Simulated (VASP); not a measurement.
Here is a VASP 6.6.1 calculation.

INCAR

```
PREC = Accurate ; ENCUT = 500
EDIFF = 1E-7 ; ISMEAR = 0
SIGMA = 0.1 ; LREAL = F
LASPH = T ; NELM = 200
ALGO = Normal ; ISIF = 3
LWAVE = F ; LCHARG = F
GGA = PE ; IBRION = 2
NSW = 100 ; EDIFFG = -0.01
GGA_COMPAT = F ; NELMIN = 4
LMAXMIX = 6
```

File KPOINTS:

```
regular mesh
0
Gamma
  6 6 6
```

Contents of POSCAR:

```
Sm2ZnTe3
1.0
    3.9309646186      2.2695434820      3.7406745933
   -3.9309646186      2.2695434820      3.7406745933
    0.0000000000     -4.5390869602      3.7406745956
Sm Zn Te
2 1 3
Direct
    0.6608622252      0.6608622252      0.6608622252
    0.3391377748      0.3391377748      0.3391377748
    0.0000000000      0.0000000000      0.0000000000
    0.0000000000      0.5000000000      0.0000000000
    0.5000000000      0.0000000000      0.0000000000
    0.0000000000      0.0000000000      0.5000000000
```

Potentials or basis: VASP PAW PBE potentials, release 64 (Sm_3, Zn, Te), 4f in core.

Run with:

```bash
$ cat potpaw_PBE.64/Sm_3/POTCAR potpaw_PBE.64/Zn/POTCAR potpaw_PBE.64/Te/POTCAR > POTCAR
$ mpirun -np 1 vasp_std > vasp.out
```

Problem. Predict the space group after relaxing (to 0.1 Å).

Solution. R-3m (No. 166).

Problem. Estimate the relaxed volume.

Solution. 33.46 Å³/atom.

Final structure:
```
CELL_PARAMETERS angstrom
3.93336 2.27092 3.74614
-3.93336 2.27092 3.74614
0.00000 -4.54185 3.74614
ATOMIC_POSITIONS crystal
Sm 0.66079 0.66079 0.66079
Sm 0.33921 0.33921 0.33921
Zn 0.00000 0.00000 0.00000
Te 0.00000 0.50000 0.00000
Te 0.50000 0.00000 0.00000
Te 0.00000 0.00000 0.50000
```

Caveat: spin-orbit coupling is left out, which moves the levels of the heavy elements; the 4f electrons are frozen in the core, so they carry no moment and show no levels. Spin polarisation is off, so any magnetic state and its effect on volume and gap are missing.
